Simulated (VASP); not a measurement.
# TiO3 (P4/nmm) in VASP: single point with r2SCAN

Aim: the single point of TiO3 with r2SCAN.

Everything below comes from runs of VASP 6.6.1. Logs are shortened: lines on timing, memory, paths and dates and some standing lists are left out, and cuts for length are marked.

## Step 1: The cell of the first run

The structure is tetragonal, space group P4/nmm (No. 129). Conventional cell: a = 5.241 Å, b = 5.241 Å, c = 3.889 Å, α = 90.00°, β = 90.00°, γ = 90.00°. Within 2.3 Å of Ti (site symmetry 4mm) lie 6 O at 1.71 to 2.18 Å. O (site symmetry 2/m) has 2 Ti at 1.87 Å within 2.5 Å. O (site symmetry 4mm) has 2 Ti at 1.71 to 2.18 Å within 2.3 Å.

## Step 2: Single point, r2SCAN

POSCAR

```
TiO3
1.0
    5.2408650000      0.0000000000      0.0000000000
    0.0000000000      5.2408650000      0.0000000000
    0.0000000000      0.0000000000      3.8886230000
Ti O
2 6
Direct
    0.2500000000      0.2500000000      0.9336000000
    0.7500000000      0.7500000000      0.0664000000
    0.0000000000      0.0000000000      0.0000000000
    0.5000000000      0.0000000000      0.0000000000
    0.5000000000      0.5000000000      0.0000000000
    0.0000000000      0.5000000000      0.0000000000
    0.2500000000      0.2500000000      0.4940000000
    0.7500000000      0.7500000000      0.5060000000
```

INCAR.step1

```
SYSTEM = TiO3
PREC = Accurate
ENCUT = 520
ISMEAR = -1
SIGMA = 0.1
LREAL = .False.
LASPH = .True.
NELM = 60
NBANDS = 40
GGA = PE
ALGO = Normal
EDIFF = 1E-4
LWAVE = .True.
LCHARG = .False.
```

INCAR.step2

```
SYSTEM = TiO3
PREC = Accurate
ENCUT = 520
EDIFF = 1E-6
ISMEAR = -1
SIGMA = 0.1
LREAL = .False.
LASPH = .True.
NELM = 60
ALGO = Normal
ISIF = 2
LWAVE = .False.
LCHARG = .False.
METAGGA = R2SCAN
LMIXTAU = .True.
NBANDS = 40
ISTART = 1
```

KPOINTS

```
Automatic mesh
0
Gamma
  7 7 9
  0 0 0
```

Potentials or basis: VASP PAW PBE potentials, release 64 (Ti_sv, O).

Launch:

```console
> cat potpaw_PBE.64/Ti_sv/POTCAR potpaw_PBE.64/O/POTCAR > POTCAR
> cp INCAR.step1 INCAR
> mpirun -np 1 vasp_std > vasp.out
> cp INCAR.step2 INCAR
> mpirun -np 1 vasp_std > vasp.out
```

OUTCAR:

```text
SYSTEM = TiO3
   PREC = Accurate
   ENCUT = 520
   EDIFF = 1E-6
   ISMEAR = -1
   LREAL = .False.
   LASPH = .True.
   NELM = 60
   ISIF = 2
   METAGGA = R2SCAN
   ISTART = 1

 ion  position               nearest neighbor table
   1  0.250  0.250  0.934-   7 1.71   4 1.87   5 1.87   6 1.87   3 1.87   7 2.18
   2  0.750  0.750  0.066-   8 1.71   4 1.87   5 1.87   6 1.87   3 1.87   8 2.18
   3  0.000  0.000  0.000-   1 1.87   2 1.87
   4  0.500  0.000  0.000-   1 1.87   2 1.87
   5  0.500  0.500  0.000-   1 1.87   2 1.87
   6  0.000  0.500  0.000-   1 1.87   2 1.87
   7  0.250  0.250  0.494-   1 1.71   1 2.18
   8  0.750  0.750  0.506-   2 1.71   2 2.18

  LATTYP: Found a simple tetragonal cell.
 ALAT       =     5.2408650000
 C/A-ratio  =     0.7419811424

  Lattice vectors:

 A1 = (   5.2408650000,   0.0000000000,   0.0000000000)
 A2 = (   0.0000000000,   5.2408650000,   0.0000000000)
 A3 = (   0.0000000000,   0.0000000000,   3.8886230000)

Analysis of symmetry for initial positions (statically):
=====================================================================
 Subroutine PRICEL returns:
 Original cell was already a primitive cell.

 Routine SETGRP: Setting up the symmetry group for a
 simple tetragonal supercell.

 Subroutine GETGRP returns: Found 16 space group operations
 (whereof  4 operations were pure point group operations)
 out of a pool of 16 trial point group operations.

The static configuration has the point symmetry C_2h.
 The point group associated with its full space group is D_4h.

Analysis of symmetry for dynamics (positions and initial velocities):
=====================================================================
 Subroutine PRICEL returns:
 Original cell was already a primitive cell.

 Routine SETGRP: Setting up the symmetry group for a
 simple tetragonal supercell.

 Subroutine GETGRP returns: Found 16 space group operations
 (whereof  4 operations were pure point group operations)
 out of a pool of 16 trial point group operations.

The dynamic configuration has the point symmetry C_2h.
 The point group associated with its full space group is D_4h.

 Subroutine INISYM returns: Found 16 space group operations
 (whereof  4 operations are pure point group operations),
 and found     1 'primitive' translations

----------------------------------------------------------------------------------------

[... 103 lines left out ...]
   NELM   =     60;   NELMIN=  2; NELMDL=  0     # of ELM steps
   EDIFF  = 0.1E-05   stopping-criterion for ELM
   LREAL  =      F    real-space projection
   EDIFFG = 0.1E-04   stopping-criterion for IOM
   NSW    =      0    number of steps for IOM
   IBRION =     -1    ionic relax: 0-MD 1-quasi-New 2-CG
   NFREE  =      0    steps in history (QN), initial steepest desc. (CG)
   ISIF   =      2    stress and relaxation
   ISYM   =      2    0-nonsym 1-usesym 2-fastsym
   POTIM  = 0.5000    time-step for ionic-motion
   TEBEG  =    0.0;   TEEND  =   0.0 temperature during run
   PSTRESS=    0.0 pullay stress
   NELECT =      60.0000    total number of electrons
   NUPDOWN=      -1.0000    fix difference up-down
   EMIN   =  10.00;   EMAX   =-10.00  energy-range for DOS
   EFERMI =   0.00;   METHOD = LEGACY
   ISMEAR =    -1;   SIGMA  =   0.10  broadening in eV -4-tet -1-fermi 0-gaus
   EFERMI_NEDOS =   21; number of points for ismear=-14 and -15
   IALGO  =     38    algorithm
   IMIX   =      4    mixing-type and parameters
     AMIX     =   0.40;   BMIX     =  1.00
     AMIX_MAG =   1.60;   BMIX_MAG =  1.00
  volume/ion in A,a.u.               =      13.35        90.10
  Fermi-wavevector in a.u.,A,eV,Ry     =   1.350801  2.552643 24.826046  1.824663
  Thomas-Fermi vector in A             =   2.478275
   LORBIT       =      0    0 simple, 1 ext, 2 COOP (PROOUT), +10 PAW based schemes
   METAGGA = R2SCAN    functional components
   LHFCALC =     F    Hartree Fock is set to
   AEXX    =    0.0000 exact exchange contribution
   IVDW    =     0    specifies the selected vdW correction
   LEPSILON=     F    determine dielectric tensor
   LRPA    =     F    only Hartree local field effects (RPA)
 non-spin polarized calculation
  energy-cutoff  :      520.00
  volume of cell :      106.81
 maximum number of plane-waves:      2900
 NGX is ok and might be reduce to    40
   NGX = 19   NGY = 19   NGZ = 15

 number of electron      59.9999994 magnetization

 Free energy of the ion-electron system (eV)
  ---------------------------------------------------
  ext. energy  EPLUGINS =         0.00000000
  ---------------------------------------------------
  free energy    TOTEN  =       -74.91929454 eV

  energy without entropy =      -74.66045156  energy(sigma->0) =      -74.78987305

 E-fermi :  -0.3201     XC(G=0): -10.0341

 val. band max:       -0.3204565645   @ k =   0.4286   0.1429   0.3333
 cond. band min:      -0.3167110013   @ k =   0.4286   0.4286   0.2222
 fundamental gap:      0.0037455632
 Fermi energy:        -0.3200786579

 k-point     1 :       0.0000    0.0000    0.0000
  band No.  band energies     occupation
      1     -57.4512      2.00000
      2     -57.4444      2.00000
      3     -32.8629      2.00000
      4     -32.8629      2.00000
      5     -32.8581      2.00000
      6     -32.8555      2.00000
[... 1021 lines left out ...]
     39       8.0048      0.00000
     40       8.1284      0.00000

 [... further k-points ...]
[... 5 lines left out ...]
  --------------------------------------------------------------------------------------
  -------------------------------------------------------------------------------------
  Total        8.7898746      8.7898746      8.5596158     -0.0000000     -0.0000000      0.0000000
  in kB      131.8534434    131.8534434    128.3994223     -0.0000000     -0.0000000      0.0000000
  external PRESSURE =     130.7021031 kB  Pullay stress =       0.0000000 kB

 VOLUME and BASIS-vectors are now :
 -----------------------------------------------------------------------------
  energy-cutoff  :      520.00
  volume of cell :      106.81
      direct lattice vectors                 reciprocal lattice vectors
     5.240865000  0.000000000  0.000000000     0.190808197  0.000000000  0.000000000
     0.000000000  5.240865000  0.000000000     0.000000000  0.190808197  0.000000000
     0.000000000  0.000000000  3.888623000     0.000000000  0.000000000  0.257160440

 POSITION                                       TOTAL-FORCE (eV/Angst)
 -----------------------------------------------------------------------------------
      1.31022      1.31022      3.63042        -0.000000      0.000000      2.321143
      3.93065      3.93065      0.25820        -0.000000     -0.000000     -2.321143
      0.00000      0.00000      0.00000         0.000000     -0.000000      0.000000
      2.62043      0.00000      0.00000         0.000000     -0.000000      0.000000
      2.62043      2.62043      0.00000         0.000000     -0.000000      0.000000
      0.00000      2.62043      0.00000         0.000000     -0.000000      0.000000
      1.31022      1.31022      1.92098         0.000000      0.000000     -3.150233
      3.93065      3.93065      1.96764        -0.000000     -0.000000      3.150233
 -----------------------------------------------------------------------------------
    total drift:                                0.000000      0.000000     -0.000000

  FREE ENERGIE OF THE ION-ELECTRON SYSTEM (eV)
  ---------------------------------------------------
  free  energy   TOTEN  =       -74.9192945352 eV

  energy  without entropy=      -74.6604515574  energy(sigma->0) =      -74.78987305
```

OUTCAR.step1:

```text
SYSTEM = TiO3
   PREC = Accurate
   ENCUT = 520
   ISMEAR = -1
   LREAL = .False.
   LASPH = .True.
   NELM = 60
[... 1278 lines left out ...]
      0.00000      2.62043      0.00000        -0.000000     -0.000000     -0.000000
      1.31022      1.31022      1.92098        -0.000000     -0.000000     -3.046914
      3.93065      3.93065      1.96764        -0.000000     -0.000000      3.046914
 -----------------------------------------------------------------------------------
    total drift:                                0.000000      0.000000     -0.000000

  FREE ENERGIE OF THE ION-ELECTRON SYSTEM (eV)
  ---------------------------------------------------
  free  energy   TOTEN  =       -57.9714556661 eV

  energy  without entropy=      -57.6930586819  energy(sigma->0) =      -57.83225717
```

OSZICAR.step1:

```text
N       E                     dE             d eps       ncg     rms          rms(c)
DAV:   1     0.790177697806E+03    0.79018E+03   -0.30499E+04  4008   0.163E+03
DAV:   2     0.441996352492E+02   -0.74598E+03   -0.70226E+03  4496   0.486E+02
DAV:   3    -0.608212245702E+02   -0.10502E+03   -0.10297E+03  5544   0.182E+02
DAV:   4    -0.686210196333E+02   -0.77998E+01   -0.77446E+01  6168   0.439E+01
DAV:   5    -0.689620466193E+02   -0.34103E+00   -0.34081E+00  5168   0.720E+00    0.366E+01
DAV:   6    -0.576983270359E+02    0.11264E+02   -0.49543E+01  5824   0.712E+01    0.115E+01
DAV:   7    -0.580310761073E+02   -0.33275E+00   -0.82091E+00  5408   0.214E+01    0.109E+01
DAV:   8    -0.581675168945E+02   -0.13644E+00   -0.22921E+00  5768   0.840E+00    0.702E+00
DAV:   9    -0.580226436738E+02    0.14487E+00   -0.19089E+00  5208   0.755E+00    0.305E+00
DAV:  10    -0.579681342594E+02    0.54509E-01   -0.20976E-01  5088   0.451E+00    0.633E-01
DAV:  11    -0.579728279595E+02   -0.46937E-02   -0.33078E-02  4776   0.117E+00    0.382E-01
DAV:  12    -0.579713534056E+02    0.14746E-02   -0.42281E-03  5144   0.390E-01    0.830E-02
DAV:  13    -0.579715319473E+02   -0.17854E-03   -0.86140E-04  5048   0.252E-01    0.871E-02
DAV:  14    -0.579714556661E+02    0.76281E-04   -0.30488E-04  3792   0.160E-01
   1 F= -.57971456E+02 E0= -.57832257E+02  d E =-.278397E+00
```

Wall time 10 min (1 thread of Intel Xeon Platinum 8375C at 2.90GHz (Ice Lake), shared host); peak memory 0.33 GiB.

Results:

```
Free energy            : -74.9193 eV
Pressure               : 13.1 GPa
Largest force          : 3.150 eV/Å
Band gap on the k mesh : zero (band 30 reaches 0.33 eV, above the bottom of band 31 at -0.65 eV)
```

Forces on the atoms (eV/Å):
```
Ti   0.000  0.000  2.321
Ti   0.000  0.000 -2.321
O    0.000  0.000  0.000
O    0.000  0.000  0.000
O    0.000  0.000  0.000
O    0.000  0.000  0.000
O    0.000  0.000 -3.150
O    0.000  0.000  3.150
```

Stress tensor (GPa, compression positive):
```
13.19  0.00  0.00
 0.00 13.19  0.00
 0.00  0.00 12.84
```

Levels at points of the mesh, in eV from the Fermi level:
```tsv
k point	band 28	band 29	band 30	band 31	band 32	band 33	band 34	band 35
(0.00, 0.00, 0.00)	-0.35	-0.07	-0.07	-0.07	0.81	4.04	4.56	4.56
```

Caveat: the PAW data sets were made with another functional, which shifts forces and pressure a little; semilocal functionals often make such compounds metallic where correlation or magnetic order opens a gap, which also shifts bond lengths.
